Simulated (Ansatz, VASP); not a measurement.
## Si8S in VASP and in Ansatz

```xyz
9
Lattice="3.8155 0.0000 0.0000 0.0000 6.3129 0.0000 0.0000 0.0000 21.2319" Properties=species:S:1:pos:R:3 pbc="T T T"
Si    0.0000    5.9146    4.0000
Si    0.0000    3.5548    4.0000
Si    1.9078    2.7581    5.1014
Si    1.9078    0.3983    5.1014
Si    1.9078    5.8917    7.3178
Si    1.9078    3.5778    7.3178
Si    0.0000    2.6933    8.2319
Si    0.0000    0.4632    8.2319
S     0.0000    2.6933   11.2319
```

Alike in both runs: task single point; functional PBE; dispersion D3(BJ); k mesh 7 × 4 × 1; occupations gaussian, width 0.05 eV; collinear spin.

```csv
,VASP,Ansatz
version,VASP 6.6.1,Ansatz 0.2.0
potentials or method,"VASP PAW PBE potentials, release 64 (Si, S), cutoff 520 eV","scalar-relativistic, plane waves, PAW"
valence electrons in the cell,38,38
```

|  | VASP | Ansatz | Ansatz less VASP |
| --- | --- | --- | --- |
| gap on the k mesh at the Fermi level (eV) | none | none | - |
| rms of the force components (eV/Å) | 0.631 | 0.633 | +0.0017 |
| net moment per atom (μB) | 0.09 | 0.09 | 0.000 |
| size of the moment on the site where the two differ most (μB) | 0.67 | 0.93 | +0.255 |
| work function, face that differs most (eV) | 6.32 | 6.33 | +0.017 |

Site moments also hang on the region over which each program counts them. Atom by atom the forces differ by 0.003 eV/Å (rms over components). A gap of «none» marks a metal or a gap that the smearing closes.
